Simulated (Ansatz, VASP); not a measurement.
## One calculation of Sb, two programs

File INCAR:

```
SYSTEM = Sb
PREC = Accurate ; ENCUT = 500
EDIFF = 1E-6 ; ISMEAR = -1
SIGMA = 0.1 ; LREAL = .FALSE.
LASPH = .TRUE. ; NELM = 120
ALGO = Normal ; ISIF = 2
LWAVE = .FALSE. ; LCHARG = .FALSE.
GGA = B5 ; ALDAX = 1.0
AGGAX = 1.0 ; AGGAC = 1.0
ALDAC = 0.0 ; NBANDS = 8
GGA_COMPAT = .FALSE.
```

The input KPOINTS:

```
regular mesh
0
G
  11 11 11
  0 0 0
```

Contents of POSCAR:

```
Sb
1.0
    3.2719984901      0.0000000000      0.0000000000
    0.0000000000      3.2719984901      0.0000000000
    0.0000000000      0.0000000000      3.2719984901
Sb
1
Direct
    0.0000000000      0.0000000000      0.0000000000
```

Input for Ansatz:

```yaml
crystal:
  lattice:
    - [3.2719984901, 0.0, 0.0]
    - [0.0, 3.2719984901, 0.0]
    - [0.0, 0.0, 3.2719984901]
  atoms:
    - { symbol: Sb, position: [0.0, 0.0, 0.0] }
hamiltonian:
  xc: blyp
  pseudopotentials:
    kind: paw
    azcp:
      Sb: "pseudopotentials/Sb.paw.azcp"
basis:
  ecutwfc: 420
  fft_grid_basis: typed
kpoints:
  mp_grid: { grid: [11, 11, 11], shift: [0, 0, 0] }
magnetization:
  spin_polarized: false
scf:
  occupations: { method: fermi_dirac, width: 0.1 }
  lower_state_search: "off"
output:
  stress: true
  write_density: true
  write_potential: true
  elf: true
  volumetric_format: npy
```

Alike in both runs: task single point; functional BLYP; k mesh 11 × 11 × 11; occupations fermi-dirac, width 0.1 eV; no spin polarisation.

|  | VASP | Ansatz |
| --- | --- | --- |
| version | VASP 6.6.1 | Ansatz 0.2.0 |
| potentials or method | VASP PAW PBE potentials, release 64 (Sb), cutoff 500 eV | plane waves (420 eV) with PAW, scalar-relativistic |
| valence electrons in the cell | 5 | 15 |

VASP gave:

| Property | Result |
| --- | --- |
| pressure (GPa) | -2.3 |

Q: What did Ansatz give for the same quantities?

A: Pressure (GPa): -2.4.

VASP's potentials were made for PBE, not for BLYP. With one functional, cell and mesh, what is left measures potentials, basis and numerics. VASP's potentials hold 5 valence electrons a cell and Ansatz's 15, so a difference there can come from the potentials and not from the codes.

Spin-orbit coupling is off throughout.
